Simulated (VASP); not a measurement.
Write the native input for VASP 6.6.1 that does the following.

```
Task                   : relaxation of cell and atoms
Functional             : PBE
Potentials or basis    : VASP PAW PBE potentials, release 64 (B, Rh_pv)
Cutoff                 : 600 eV
k mesh                 : 12 × 12 × 12
Occupations            : gaussian, width 0.1 eV
Spin                   : no spin polarisation
Dipole correction      : no
Further INCAR settings : ALGO = Normal; EDIFF = 1e-06; IBRION = 2; EDIFFG = -0.01; NSW = 100; ISIF = 3
```

The structure of B4Rh lies in POSCAR:

```
B4Rh
1.0
    3.4898622589      0.0000000000      0.0000000000
    0.0000000000      3.4898622589      0.0000000000
    0.0000000000      0.0000000000      3.4898622589
B Rh
4 1
Direct
    0.5000000000      0.0000000000      0.0000000000
    0.0000000000      0.5000000000      0.0000000000
    0.0000000000      0.0000000000      0.5000000000
    0.0000000000      0.0000000000      0.0000000000
    0.5000000000      0.5000000000      0.5000000000
```

The input as run:

INCAR

```
  PREC = Accurate
  ENCUT = 600
  EDIFF = 1E-6
  ISMEAR = 0
  SIGMA = 0.1
  LREAL = False
  LASPH = True
  NELM = 100
  ALGO = Normal
  ISIF = 3
  LWAVE = False
  LCHARG = False
  GGA = PE
  IBRION = 2
  NSW = 100
  EDIFFG = -0.01
```

KPOINTS

```
Automatic mesh
0
Gamma
  12 12 12
```

Potentials or basis: VASP PAW PBE potentials, release 64 (B, Rh_pv).

Command:

```bash
$ cat potpaw_PBE.64/B/POTCAR potpaw_PBE.64/Rh_pv/POTCAR > POTCAR
$ mpirun -np 1 vasp_std > vasp.out
```

Results of the run:

```json
{
 "Relaxed volume": "8.52 Å³/atom",
 "Relaxed cell": "a = 3.492 Å, b = 3.492 Å, c = 3.492 Å, α = 90.00°, β = 90.00°, γ = 90.00°",
 "Space group after relaxing (to 0.05 Å)": "Pm-3m (No. 221)",
 "Energy gained by relaxing": "0.0 meV/atom",
 "Ionic steps": "2",
 "Pressure after relaxing": "-0.1 GPa"
}
```

It took 110 s on 1 thread of Intel(R) Xeon(R) Platinum 8259CL CPU @ 2.50GHz (Skylake/Cascade Lake) (shared host), peak memory 0.21 GiB.
